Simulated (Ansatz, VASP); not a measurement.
## One calculation of Ir, two programs

Contents of INCAR:

```
PREC = Accurate
ENCUT = 520
EDIFF = 1E-8
ISMEAR = -1
SIGMA = 0.05
LREAL = False
LASPH = True
NELM = 60
ALGO = Normal
ISIF = 2
LWAVE = False
LCHARG = False
GGA = PS
LEFG = True
NBANDS = 10
```

KPOINTS

```
regular mesh
0
Gamma
  15 15 15
```

File POSCAR:

```
Ir
1.0
    0.0000000000      1.9197000000      1.8621090000
    1.9197000000      0.0000000000      1.8621090000
    1.9197000000      1.9197000000      0.0000000000
Ir
1
Direct
    0.0000000000      0.0000000000      0.0000000000
```

Input for Ansatz:

```yaml
crystal:
  lattice:
    - [0.0, 1.9197, 1.862109]
    - [1.9197, 0.0, 1.862109]
    - [1.9197, 1.9197, 0.0]
  atoms:
    - { symbol: Ir, position: [0.0, 0.0, 0.0] }
kpoints:
  mp_grid: { grid: [15, 15, 15] }
scf:
  occupations: { method: fermi_dirac, width: 0.05 }
hamiltonian:
  xc: pbesol
  pseudopotentials: { kind: all_electron, datasets: crystal }
output:
  forces: true
  stress: true
  eigenvalues: true
  efg: { contact_densities: true }
```

Change from the starting cell: zz strain of -3 %, crystal datasets.

Alike in both runs: task electric field gradients; functional PBEsol; k mesh 15 × 15 × 15; occupations fermi-dirac, width 0.05 eV; no spin polarisation.

```csv
,VASP,Ansatz
version,VASP 6.6.1,Ansatz 0.2.0
potentials or method,"VASP PAW PBE potentials, release 64 (Ir), cutoff 520 eV","all-electron PAW with datasets made for the crystal, scalar-relativistic"
```

|  | VASP | Ansatz | Ansatz less VASP |
| --- | --- | --- | --- |
| pressure (GPa) | 10.9 | 9.7 | -1.25 |
| traceless stress, the component that is largest in VASP (GPa) | 8.37 | 8.38 | +0.013 |
| size of Vzz on the site where it differs most (V/Å²) | 21.5 | 22.9 | +1.42 |

VASP's potentials were made for PBE, not for PBEsol. Ansatz ran all-electron here, and VASP with PAW potentials.

Neither program's run includes spin-orbit coupling.
